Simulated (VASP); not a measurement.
Write the native input for VASP 6.6.1 that does the following.

- Task: single point
- Functional: PBE
- Potentials or basis: VASP PAW PBE potentials, release 64 (Nb_sv, As)
- Cutoff: 520 eV
- k mesh: 11 × 11 × 11
- Occupations: fermi-dirac, width 0.05 eV
- Spin: no spin polarisation
- Dipole correction: no
- Further INCAR settings: ALGO = Normal; EDIFF = 1e-06; NBANDS = 26

The structure of NbAs lies in POSCAR:

```
NbAs
1.0
   -1.7258500000      1.7258500000      5.8400000000
    1.7258500000     -1.7258500000      5.8400000000
    1.7258500000      1.7258500000     -5.8400000000
Nb As
2 2
Direct
    0.5000000000      0.0000000000      0.5000000000
    0.7500000000      0.7500000000      0.0000000000
    0.9160000000      0.4160000000      0.5000000000
    0.1660000000      0.1660000000      0.0000000000
```

The input as run:

INCAR

```
PREC = Accurate
ENCUT = 520
EDIFF = 1E-6
ISMEAR = -1
SIGMA = 0.05
LREAL = F
LASPH = T
NELM = 80
ALGO = Normal
ISIF = 2
LWAVE = F
LCHARG = F
GGA = PE
NBANDS = 26
```

KPOINTS

```
Automatic mesh
0
Gamma
  11 11 11
```

Potentials or basis: VASP PAW PBE potentials, release 64 (Nb_sv, As).

The run is started by

```sh
$ cat potpaw_PBE.64/Nb_sv/POTCAR potpaw_PBE.64/As/POTCAR > POTCAR
$ mpirun -np 1 vasp_std > vasp.out
```

Results of the run:

```
Pressure      : 3.3 GPa
Largest force : 0.299 eV/Å
```

It took 19 min on 1 thread of AMD EPYC 7R13, on a shared host, peak memory 0.42 GiB.
